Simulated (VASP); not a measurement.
A run of VASP 6.6.1:

INCAR

```
SYSTEM = Sb
PREC     = Accurate       ! precision mode
ENCUT    = 520            ! plane-wave cutoff, eV
EDIFF    = 1E-6           ! SCF threshold, eV
ISMEAR   = 0              ! smearing method
SIGMA    = 0.025          ! smearing width, eV
LREAL    = .FALSE.        ! projectors in reciprocal space
LASPH    = .TRUE.         ! aspherical terms in the spheres
NELM     = 150            ! most SCF steps
ALGO     = Normal         ! electronic algorithm
ISIF     = 2              ! what is computed and relaxed
LWAVE    = .FALSE.        ! write WAVECAR
LCHARG   = .TRUE.         ! write CHGCAR
LNONCOLLINEAR= .TRUE.         ! non-collinear magnetism
MAGMOM   = 0 0 0 0 0 0 0 0 0 0 0 0 ! initial moments
LORBIT   = 11             ! projections on sites
LSORBIT  = .TRUE.         ! spin-orbit coupling
GGA_COMPAT= .FALSE.      
LORBMOM  = .TRUE.       
GGA      = PS             ! functional
LVHAR    = .TRUE.       
NBANDS   = 34             ! bands
```

The input KPOINTS:

```
Automatic mesh
0
G
  5 5 4
  0 0 0
```

The input POSCAR:

```
Sb
1.0
    4.5277000000      0.0000000000      0.0000000000
    0.0000000000      4.4211000000      0.0000000000
   -1.3205190000      0.0000000000      6.3643480000
Sb
4
Direct
    0.3399300000      0.2500000000      0.6836700000
    0.9366380000      0.7500000000      0.7627580000
    0.0633620000      0.2500000000      0.2372420000
    0.6600700000      0.7500000000      0.3163300000
```

Potentials or basis: VASP PAW PBE potentials, release 64 (Sb).

Launch:

```bash
$ cat potpaw_PBE.64/Sb/POTCAR > POTCAR
$ mpirun -np 1 vasp_ncl > vasp.out
```

Hardware: 1 thread of Intel(R) Xeon(R) Platinum 8488C (Sapphire Rapids) (shared host).

Task: How long does it take, and how much memory?

Result: It took 3.7 min on 1 thread of Intel(R) Xeon(R) Platinum 8488C (Sapphire Rapids), with other jobs on the host, peak memory 0.57 GiB. Counts: scf iterations 11, k points 33.
